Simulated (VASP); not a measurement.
# MgC (Cmcm) in VASP: a series of runs, part 2 of 2

VASP 6.6.1. Earlier steps stand in the parts before.

### Step 3. Single point, PBE

This run uses another cell than the first one: it holds 4 atoms, not 8.

INCAR reads:

```
ALGO     = Normal         # electronic algorithm
EDIFF    = 1E-6           # SCF threshold, eV
ENCUT    = 840            # plane-wave cutoff, eV
GGA      = PE             # functional
GGA_COMPAT= False        
ISIF     = 2              # what is computed and relaxed
ISMEAR   = 0              # smearing method
LASPH    = True           # aspherical terms in the spheres
LCHARG   = False          # write CHGCAR
LREAL    = False          # projectors in reciprocal space
LWAVE    = False          # write WAVECAR
NBANDS   = 22             # bands
NELM     = 120            # most SCF steps
PREC     = Accurate       # precision mode
SIGMA    = 0.1            # smearing width, eV
```

KPOINTS reads:

```
k-points
0
Gamma
  14 14 16
```

POSCAR reads:

```
MgC
1.0
    1.8436608085     -4.1491393363      0.0000000000
    1.8436608085      4.1491393363      0.0000000000
    0.0000000000      0.0000000000      2.7206796699
Mg C
2 2
Direct
    0.8537556338      0.1462443662      0.2500000000
    0.1462443662      0.8537556338      0.7500000000
    0.5541586598      0.4458413402      0.2500000000
    0.4458413402      0.5541586598      0.7500000000
```

Potentials or basis: VASP PAW PBE potentials, release 64 (Mg_sv, C).

The run is started by

```sh
$ cat potpaw_PBE.64/Mg_sv/POTCAR potpaw_PBE.64/C/POTCAR > POTCAR
$ mpirun -np 1 vasp_std > vasp.out
```

OUTCAR:

```text
EDIFF = 1E-6
   ENCUT = 840
   GGA = PE
   ISIF = 2
   ISMEAR = 0
   LASPH = True
   LREAL = False
   NELM = 120
   PREC = Accurate

 ion  position               nearest neighbor table
   1  0.854  0.146  0.250-
   2  0.146  0.854  0.750-
   3  0.554  0.446  0.250-   4 1.63   4 1.63
   4  0.446  0.554  0.750-   3 1.63   3 1.63

  LATTYP: Found a base centered orthorhombic cell.
[... 801 lines left out ...]

  FORCE on cell =-STRESS in cart. coord.  units (eV):
  Direction    XX          YY          ZZ          XY          YZ          ZX
  --------------------------------------------------------------------------------------
  -------------------------------------------------------------------------------------
  Total       -0.0446012     -0.0718103     -0.0511120      0.0000000      0.0000000      0.0000000
  in kB       -1.7167641     -2.7640809     -1.9673758      0.0000000      0.0000000      0.0000000
  external PRESSURE =      -2.1494069 kB  Pullay stress =       0.0000000 kB

 VOLUME and BASIS-vectors are now :
 -----------------------------------------------------------------------------
  energy-cutoff  :      840.00
  volume of cell :       41.62
      direct lattice vectors                 reciprocal lattice vectors
     1.843660808 -4.149139336  0.000000000     0.271199560 -0.120506920  0.000000000
     1.843660808  4.149139336  0.000000000     0.271199560  0.120506920  0.000000000
     0.000000000  0.000000000  2.720679670     0.000000000  0.000000000  0.367555215

 POSITION                                       TOTAL-FORCE (eV/Angst)
 -----------------------------------------------------------------------------------
      1.84366     -2.93556      0.68017         0.000000      0.007404      0.000000
      1.84366      2.93556      2.04051         0.000000     -0.007404      0.000000
      1.84366     -0.44942      0.68017         0.000000     -0.003226     -0.000000
      1.84366      0.44942      2.04051         0.000000      0.003226     -0.000000
 -----------------------------------------------------------------------------------
    total drift:                                0.000000     -0.000000      0.000000

  FREE ENERGIE OF THE ION-ELECTRON SYSTEM (eV)
  ---------------------------------------------------
  free  energy   TOTEN  =       -18.7709492643 eV

  energy  without entropy=      -18.7675907475  energy(sigma->0) =      -18.76927001
```

OSZICAR:

```text
N       E                     dE             d eps       ncg     rms          rms(c)
DAV:   1     0.346460277765E+03    0.34646E+03   -0.23175E+04 22796   0.202E+03
DAV:   2     0.121642278394E+02   -0.33430E+03   -0.32488E+03 25046   0.548E+02
DAV:   3    -0.181042000044E+02   -0.30268E+02   -0.29846E+02 39504   0.119E+02
DAV:   4    -0.205899777368E+02   -0.24858E+01   -0.24717E+01 27116   0.343E+01
DAV:   5    -0.207253582760E+02   -0.13538E+00   -0.13536E+00 31298   0.566E+00    0.882E+00
DAV:   6    -0.188142573695E+02    0.19111E+01   -0.66831E+00 26278   0.101E+01    0.302E+00
DAV:   7    -0.187916529038E+02    0.22604E-01   -0.29717E-01 31310   0.306E+00    0.174E+00
DAV:   8    -0.187714104484E+02    0.20242E-01   -0.37346E-02 26784   0.153E+00    0.194E-01
DAV:   9    -0.187708819372E+02    0.52851E-03   -0.40204E-03 29446   0.421E-01    0.119E-01
DAV:  10    -0.187709482928E+02   -0.66356E-04   -0.32597E-04 31730   0.126E-01    0.198E-02
DAV:  11    -0.187709494801E+02   -0.11873E-05   -0.16691E-05 30352   0.322E-02    0.652E-03
DAV:  12    -0.187709492643E+02    0.21576E-06   -0.15331E-06 20398   0.990E-03
   1 F= -.18770949E+02 E0= -.18769270E+02  d E =-.335852E-02
```

Wall time 6 min (1 thread of Intel Xeon 6975P-C (Granite Rapids), shared host); peak memory 0.84 GiB.

What came out:

| Item | Value |
| --- | --- |
| Free energy | -18.7709 eV |
| Pressure | -0.2 GPa |
| Largest force | 0.007 eV/Å |
| Band gap on the k mesh | zero (bands 14 and 15 overlap by 0.51 eV) |

Forces on the atoms (eV/Å):
```
Mg   0.000  0.007  0.000
Mg   0.000 -0.007  0.000
C    0.000 -0.003  0.000
C    0.000  0.003  0.000
```

Stress tensor (GPa, compression positive):
```
-0.17  0.00  0.00
 0.00 -0.28  0.00
 0.00  0.00 -0.20
```
